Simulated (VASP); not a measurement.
# AlNi (Pm-3m) in VASP: further runs, part 3 of 4

VASP 6.6.1.

## Step 4: Electric field gradients, PBEsol, collinear spin, ferromagnetic start (volume scaled by 0.9405)

The input, INCAR:

```
ALGO = Normal ; EDIFF = 1E-8
ENCUT = 520 ; GGA = PS
ISIF = 2 ; ISMEAR = -1
ISPIN = 2 ; LASPH = T
LCHARG = F ; LEFG = T
LMAXMIX = 4 ; LORBIT = 11
LREAL = F ; LWAVE = F
MAGMOM = 0 1.5 ; NBANDS = 18
NELM = 150 ; PREC = Accurate
SIGMA = 0.05
```

The input, KPOINTS:

```
k-points
0
Gamma
  13 13 13
```

The input, POSCAR:

```
AlNi
1.0
    2.8226878784      0.0000000000      0.0000000000
    0.0000000000      2.8226878784      0.0000000000
    0.0000000000      0.0000000000      2.8226878784
Al Ni
1 1
Direct
    0.0000000000      0.0000000000      0.0000000000
    0.5000000000      0.5000000000      0.5000000000
```

Potentials or basis: VASP PAW PBE potentials, release 64 (Al, Ni).

The run is started by

```console
$ cat potpaw_PBE.64/Al/POTCAR potpaw_PBE.64/Ni/POTCAR > POTCAR
$ mpirun -np 1 vasp_std > vasp.out
```

OUTCAR:

```text
EDIFF = 1E-8
   ENCUT = 520
   GGA = PS
   ISIF = 2
   ISMEAR = -1
   ISPIN = 2
   LASPH = T
   LORBIT = 11
   LREAL = F
   NELM = 150
   PREC = Accurate

 ion  position               nearest neighbor table
   1  0.000  0.000  0.000-   2 2.44   2 2.44   2 2.44   2 2.44   2 2.44   2 2.44   2 2.44   2 2.44

   2  0.500  0.500  0.500-   1 2.44   1 2.44   1 2.44   1 2.44   1 2.44   1 2.44   1 2.44   1 2.44

  LATTYP: Found a simple cubic cell.
 ALAT       =     2.8226878784

  Lattice vectors:

 A1 = (   2.8226878784,   0.0000000000,   0.0000000000)
 A2 = (   0.0000000000,   2.8226878784,   0.0000000000)
 A3 = (   0.0000000000,   0.0000000000,   2.8226878784)

Analysis of symmetry for initial positions (statically):
=====================================================================
 Subroutine PRICEL returns:
 Original cell was already a primitive cell.

 Routine SETGRP: Setting up the symmetry group for a
 simple cubic supercell.

 Subroutine GETGRP returns: Found 48 space group operations
 (whereof 48 operations were pure point group operations)
 out of a pool of 48 trial point group operations.

The static configuration has the point symmetry O_h .

Analysis of symmetry for dynamics (positions and initial velocities):
=====================================================================
 Subroutine PRICEL returns:
 Original cell was already a primitive cell.

 Routine SETGRP: Setting up the symmetry group for a
 simple cubic supercell.

 Subroutine GETGRP returns: Found 48 space group operations
 (whereof 48 operations were pure point group operations)
 out of a pool of 48 trial point group operations.

The dynamic configuration has the point symmetry O_h .

Analysis of structural, dynamic, and magnetic symmetry:
=====================================================================
 Subroutine PRICEL returns:
 Original cell was already a primitive cell.

 Routine SETGRP: Setting up the symmetry group for a
 simple cubic supercell.

 Subroutine GETGRP returns: Found 48 space group operations
 (whereof 48 operations were pure point group operations)
 out of a pool of 48 trial point group operations.

The overall configuration has the point symmetry O_h .

 Subroutine INISYM returns: Found 48 space group operations
 (whereof 48 operations are pure point group operations),
 and found     1 'primitive' translations

----------------------------------------------------------------------------------------

                                     Primitive cell

  volume of cell :      22.4900

  direct lattice vectors                    reciprocal lattice vectors
     2.822687878  0.000000000  0.000000000     0.354272255  0.000000000  0.000000000
     0.000000000  2.822687878  0.000000000     0.000000000  0.354272255  0.000000000
     0.000000000  0.000000000  2.822687878     0.000000000  0.000000000  0.354272255

  length of vectors
[... 106 lines left out ...]
   LORBIT       =     11    0 simple, 1 ext, 2 COOP (PROOUT), +10 PAW based schemes
   GGA     = PS    functional components
   LHFCALC =     F    Hartree Fock is set to
   AEXX    =    0.0000 exact exchange contribution
   IVDW    =     0    specifies the selected vdW correction
   LEPSILON=     F    determine dielectric tensor
   LRPA    =     F    only Hartree local field effects (RPA)
 spin polarized calculation
  energy-cutoff  :      520.00
  volume of cell :       22.49
 maximum number of plane-waves:       624
 NGX is ok and might be reduce to    24
   NGX = 11   NGY = 11   NGZ = 11

 number of electron      12.9999990 magnetization      -0.0000076

 number of electron      12.9999990 magnetization       0.0000012

 Free energy of the ion-electron system (eV)
  ---------------------------------------------------
  ext. energy  EPLUGINS =         0.00000000
  ---------------------------------------------------
  free energy    TOTEN  =       -11.57017115 eV

  energy without entropy =      -11.56592114  energy(sigma->0) =      -11.56804614

 E-fermi :  10.7142     XC(G=0): -12.4671

 val. band max:       10.6719677781   @ k =   0.3846   0.2308   0.1538
 cond. band min:      10.7757128688   @ k =   0.3846   0.3077   0.1538
 fundamental gap:      0.1037450907
 Fermi energy:        10.7142412954

 spin component 1

 k-point     1 :       0.0000    0.0000    0.0000
  band No.  band energies     occupation
      1      -0.8599      1.00000
      2       7.1856      1.00000
      3       7.1856      1.00000
      4       9.0573      1.00000
      5       9.0573      1.00000
      6       9.0573      1.00000
[... 493 lines left out ...]
     17      33.5293      0.00000
     18      36.6414      0.00000

 [... further k-points ...]

 spin component 2

 k-point     1 :       0.0000    0.0000    0.0000
  band No.  band energies     occupation
      1      -0.8599      1.00000
      2       7.1856      1.00000
      3       7.1856      1.00000
      4       9.0573      1.00000
      5       9.0573      1.00000
      6       9.0573      1.00000
[... 493 lines left out ...]
     17      33.5293      0.00000
     18      36.6414      0.00000

 [... further k-points ...]
[... 5 lines left out ...]
  --------------------------------------------------------------------------------------
  -------------------------------------------------------------------------------------
  Total        1.1190781      1.1190781      1.1190781      0.0000000      0.0000000     -0.0000000
  in kB       79.7227747     79.7227747     79.7227747      0.0000000      0.0000000     -0.0000000
  external PRESSURE =      79.7227747 kB  Pullay stress =       0.0000000 kB

 VOLUME and BASIS-vectors are now :
 -----------------------------------------------------------------------------
  energy-cutoff  :      520.00
  volume of cell :       22.49
      direct lattice vectors                 reciprocal lattice vectors
     2.822687878  0.000000000  0.000000000     0.354272255  0.000000000  0.000000000
     0.000000000  2.822687878  0.000000000     0.000000000  0.354272255  0.000000000
     0.000000000  0.000000000  2.822687878     0.000000000  0.000000000  0.354272255

 POSITION                                       TOTAL-FORCE (eV/Angst)
 -----------------------------------------------------------------------------------
      0.00000      0.00000      0.00000         0.000000      0.000000      0.000000
      1.41134      1.41134      1.41134         0.000000      0.000000      0.000000
 -----------------------------------------------------------------------------------
    total drift:                                0.000000      0.000000     -0.000000

  FREE ENERGIE OF THE ION-ELECTRON SYSTEM (eV)
  ---------------------------------------------------
  free  energy   TOTEN  =       -11.5701711451 eV

  energy  without entropy=      -11.5659211397  energy(sigma->0) =      -11.56804614

 Electric field gradients (V/A^2)
---------------------------------------------------------------------
 ion       V_xx      V_yy      V_zz      V_xy      V_xz      V_yz
---------------------------------------------------------------------
   1      -0.000    -0.000    -0.000     0.000    -0.000     0.000
   2      -0.000    -0.000     0.000    -0.000    -0.000     0.000
---------------------------------------------------------------------

 Electric field gradients after diagonalization (V/A^2)
 (convention: |V_zz| > |V_xx| > |V_yy|)
----------------------------------------------------------------------
 ion       V_xx      V_yy      V_zz     asymmetry (V_yy - V_xx)/ V_zz
----------------------------------------------------------------------
   1      -0.000    -0.000    -0.000      -0.036
   2      -0.000    -0.000     0.000       0.217
----------------------------------------------------------------------

           NMR quadrupolar parameters

 Cq : quadrupolar parameter    Cq=e*Q*V_zz/h
 eta: asymmetry parameters     (V_yy - V_xx)/ V_zz
 Q  : nuclear electric quadrupole moment in mb (millibarn)
----------------------------------------------------------------------
 ion       Cq(MHz)       eta       Q (mb)
----------------------------------------------------------------------
   1      -0.000      -0.036       1.000
   2       0.000       0.217       1.000
----------------------------------------------------------------------

 total charge

# of ion       s       p       d       tot
------------------------------------------
    1        0.389   0.441   0.000   0.830
    2        0.506   0.576   8.510   9.591
--------------------------------------------------
tot          0.895   1.016   8.510  10.421

 magnetization (x)

# of ion       s       p       d       tot
------------------------------------------
    1        0.000   0.000   0.000   0.000
    2       -0.000   0.000   0.000   0.000
--------------------------------------------------
tot         -0.000   0.000   0.000   0.000
```

OSZICAR:

```text
N       E                     dE             d eps       ncg     rms          rms(c)
DAV:   1     0.442720946601E+02    0.44272E+02   -0.50483E+03  6264   0.766E+02
DAV:   2    -0.104282274049E+02   -0.54700E+02   -0.48189E+02  6648   0.164E+02
DAV:   3    -0.130860246052E+02   -0.26578E+01   -0.26060E+01  7228   0.368E+01
DAV:   4    -0.131192949673E+02   -0.33270E-01   -0.33243E-01  7006   0.368E+00
DAV:   5    -0.131199966240E+02   -0.70166E-03   -0.70161E-03  7078   0.579E-01    0.144E+01
DAV:   6    -0.154067210322E+02   -0.22867E+01   -0.45689E+01  6934   0.824E+01    0.172E+01
DAV:   7    -0.115974233153E+02    0.38093E+01   -0.13683E+01  6950   0.477E+01    0.182E+00
DAV:   8    -0.115851875216E+02    0.12236E-01   -0.32987E-01  7844   0.553E+00    0.111E+00
DAV:   9    -0.115706064627E+02    0.14581E-01   -0.31155E-02  7580   0.171E+00    0.615E-01
DAV:  10    -0.115703408866E+02    0.26558E-03   -0.12732E-03  7918   0.317E-01    0.186E-01
DAV:  11    -0.115701455622E+02    0.19532E-03   -0.68725E-04  7866   0.227E-01    0.859E-02
DAV:  12    -0.115701765510E+02   -0.30989E-04   -0.89300E-05  7982   0.908E-02    0.471E-02
DAV:  13    -0.115701717128E+02    0.48382E-05   -0.15459E-05  7956   0.458E-02    0.132E-02
DAV:  14    -0.115701712275E+02    0.48532E-06   -0.14931E-06  8770   0.127E-02    0.490E-03
DAV:  15    -0.115701711783E+02    0.49163E-07   -0.12357E-07  7432   0.327E-03    0.196E-03
DAV:  16    -0.115701711493E+02    0.29027E-07   -0.10338E-08  3684   0.118E-03    0.552E-04
DAV:  17    -0.115701711451E+02    0.41525E-08   -0.91554E-10  3298   0.238E-04
   1 F= -.11570171E+02 E0= -.11568046E+02  d E =-.425001E-02  mag=    -0.0000
```

stdout:

```text
POSCAR found type information on POSCAR AlNi
 POSCAR found :  2 types and       2 ions
 scaLAPACK will be used
 -----------------------------------------------------------------------------
|                                                                             |
|                                                                             |
|     You enforced a specific xc type in the INCAR file but a different       |
|     I HOPE YOU KNOW WHAT YOU ARE DOING!                                     |
|                                                                             |
 -----------------------------------------------------------------------------

 LDA part: xc-table for (Slater+PW92), standard interpolation
 POSCAR, INCAR and KPOINTS ok, starting setup
 FFT: planning ... GRIDC
 FFT: planning ... GRID_SOFT
 FFT: planning ... GRID
 WAVECAR not read
 entering main loop
ion   1

ion   2
```

Run time: 42 s. Hardware: 1 thread of Intel Xeon Platinum 8488C (Sapphire Rapids), shared host; peak memory 0.18 GiB.

Results:

| Item | Value |
| --- | --- |
| Free energy | -11.5702 eV |
| Pressure | 8.0 GPa |
| Net moment | 0.00 μB per cell |
| Valence electrons inside the program's atomic spheres | Al 0.83; Ni 9.59 |

Caveat: the cell differs from its parent crystal (volume scaled by 0.9405); the starting moments collapsed, and a magnetic state may lie lower; without QUAD_EFG the Cq values of the log hold for a quadrupole moment of 1 mb, not for the nuclei; the PAW data sets were made with another functional, which shifts forces and pressure a little.

## Step 5: Electric field gradients, PBEsol, collinear spin, ferromagnetic start

This run uses another cell than the first one, of 11.96 Å³/atom, 0.962 times its volume.

The input, INCAR:

```
SYSTEM = AlNi
  PREC = Accurate
  ENCUT = 520
  EDIFF = 1E-8
  ISMEAR = -1
  SIGMA = 0.05
  LREAL = .FALSE.
  LASPH = .TRUE.
  NELM = 150
  ALGO = Normal
  ISIF = 2
  LWAVE = .FALSE.
  LCHARG = .FALSE.
  ISPIN = 2
  MAGMOM = 0 1.5
  LORBIT = 11
  LMAXMIX = 4
  GGA = PS
  LEFG = .TRUE.
  NBANDS = 18
```

The input, KPOINTS:

```
regular mesh
0
G
  13 13 13
  0 0 0
```

The input, POSCAR:

```
AlNi
1.0
    2.8810000000      0.0000000000      0.0000000000
    0.0000000000      2.8810000000      0.0000000000
    0.0000000000      0.0000000000      2.8810000000
Al Ni
1 1
Direct
    0.0000000000      0.0000000000      0.0000000000
    0.5000000000      0.5000000000      0.5000000000
```

Potentials or basis: VASP PAW PBE potentials, release 64 (Al, Ni).

The run is started by

```console
$ cat potpaw_PBE.64/Al/POTCAR potpaw_PBE.64/Ni/POTCAR > POTCAR
$ mpirun -np 1 vasp_std > vasp.out
```

OUTCAR:

```text
SYSTEM = AlNi
   PREC = Accurate
   ENCUT = 520
   EDIFF = 1E-8
   ISMEAR = -1
   LREAL = .FALSE.
   LASPH = .TRUE.
   NELM = 150
   ISIF = 2
   ISPIN = 2
   LORBIT = 11
   GGA = PS

 ion  position               nearest neighbor table
   1  0.000  0.000  0.000-   2 2.50   2 2.50   2 2.50   2 2.50   2 2.50   2 2.50   2 2.50   2 2.50

   2  0.500  0.500  0.500-   1 2.50   1 2.50   1 2.50   1 2.50   1 2.50   1 2.50   1 2.50   1 2.50

  LATTYP: Found a simple cubic cell.
 ALAT       =     2.8810000000

  Lattice vectors:

 A1 = (   2.8810000000,   0.0000000000,   0.0000000000)
 A2 = (   0.0000000000,   2.8810000000,   0.0000000000)
 A3 = (   0.0000000000,   0.0000000000,   2.8810000000)

Analysis of symmetry for initial positions (statically):
=====================================================================
 Subroutine PRICEL returns:
 Original cell was already a primitive cell.

 Routine SETGRP: Setting up the symmetry group for a
 simple cubic supercell.

 Subroutine GETGRP returns: Found 48 space group operations
 (whereof 48 operations were pure point group operations)
 out of a pool of 48 trial point group operations.

The static configuration has the point symmetry O_h .

Analysis of symmetry for dynamics (positions and initial velocities):
=====================================================================
 Subroutine PRICEL returns:
 Original cell was already a primitive cell.

 Routine SETGRP: Setting up the symmetry group for a
 simple cubic supercell.

[... 1188 lines left out ...]

 [... further k-points ...]
[... 5 lines left out ...]
  --------------------------------------------------------------------------------------
  -------------------------------------------------------------------------------------
  Total       -0.4781296     -0.4781296     -0.4781296     -0.0000000     -0.0000000     -0.0000000
  in kB      -32.0351293    -32.0351293    -32.0351293     -0.0000000     -0.0000000     -0.0000000
  external PRESSURE =     -32.0351293 kB  Pullay stress =       0.0000000 kB

 VOLUME and BASIS-vectors are now :
 -----------------------------------------------------------------------------
  energy-cutoff  :      520.00
  volume of cell :       23.91
      direct lattice vectors                 reciprocal lattice vectors
     2.881000000  0.000000000  0.000000000     0.347101701  0.000000000  0.000000000
     0.000000000  2.881000000  0.000000000     0.000000000  0.347101701  0.000000000
     0.000000000  0.000000000  2.881000000     0.000000000  0.000000000  0.347101701

 POSITION                                       TOTAL-FORCE (eV/Angst)
 -----------------------------------------------------------------------------------
      0.00000      0.00000      0.00000         0.000000      0.000000      0.000000
      1.44050      1.44050      1.44050         0.000000      0.000000      0.000000
 -----------------------------------------------------------------------------------
    total drift:                                0.000000      0.000000     -0.000000

  FREE ENERGIE OF THE ION-ELECTRON SYSTEM (eV)
  ---------------------------------------------------
  free  energy   TOTEN  =       -11.5887398137 eV

  energy  without entropy=      -11.5839023745  energy(sigma->0) =      -11.58632109

 Electric field gradients (V/A^2)
---------------------------------------------------------------------
 ion       V_xx      V_yy      V_zz      V_xy      V_xz      V_yz
---------------------------------------------------------------------
   1      -0.000    -0.000    -0.000     0.000     0.000    -0.000
   2       0.000     0.000     0.000     0.000     0.000     0.000
---------------------------------------------------------------------

 Electric field gradients after diagonalization (V/A^2)
 (convention: |V_zz| > |V_xx| > |V_yy|)
----------------------------------------------------------------------
 ion       V_xx      V_yy      V_zz     asymmetry (V_yy - V_xx)/ V_zz
----------------------------------------------------------------------
   1      -0.000    -0.000    -0.000      -0.056
   2       0.000     0.000     0.000      -0.312
----------------------------------------------------------------------

           NMR quadrupolar parameters

 Cq : quadrupolar parameter    Cq=e*Q*V_zz/h
 eta: asymmetry parameters     (V_yy - V_xx)/ V_zz
 Q  : nuclear electric quadrupole moment in mb (millibarn)
----------------------------------------------------------------------
 ion       Cq(MHz)       eta       Q (mb)
----------------------------------------------------------------------
   1      -0.000      -0.056       1.000
   2       0.000      -0.312       1.000
----------------------------------------------------------------------

 total charge

# of ion       s       p       d       tot
------------------------------------------
    1        0.383   0.412   0.000   0.795
    2        0.480   0.520   8.478   9.478
--------------------------------------------------
tot          0.862   0.932   8.478  10.273

 magnetization (x)

# of ion       s       p       d       tot
------------------------------------------
    1       -0.000   0.000   0.000  -0.000
    2       -0.000   0.000   0.000   0.000
--------------------------------------------------
tot         -0.000   0.000   0.000   0.000
```

stdout:

```text
POSCAR found type information on POSCAR AlNi
 POSCAR found :  2 types and       2 ions
 scaLAPACK will be used
 -----------------------------------------------------------------------------
|                                                                             |
|                                                                             |
|     You enforced a specific xc type in the INCAR file but a different       |
|     I HOPE YOU KNOW WHAT YOU ARE DOING!                                     |
|                                                                             |
 -----------------------------------------------------------------------------

 LDA part: xc-table for (Slater+PW92), standard interpolation
 POSCAR, INCAR and KPOINTS ok, starting setup
 FFT: planning ... GRIDC
 FFT: planning ... GRID_SOFT
 FFT: planning ... GRID
 WAVECAR not read
 entering main loop
ion   1

ion   2
```

Wall time 36 s (1 thread of Intel Xeon Platinum 8488C (Sapphire Rapids), shared host); peak memory 0.19 GiB.

Results:

- Free energy: -11.5887 eV
- Pressure: -3.2 GPa
- Net moment: 0.00 μB per cell
- Valence electrons inside the program's atomic spheres: Al 0.80; Ni 9.48

Caveat: the starting moments collapsed, and a magnetic state may lie lower; without QUAD_EFG the Cq values of the log hold for a quadrupole moment of 1 mb, not for the nuclei; the PAW data sets were made with another functional, which shifts forces and pressure a little.

(Part 3 of 4 ends here.)
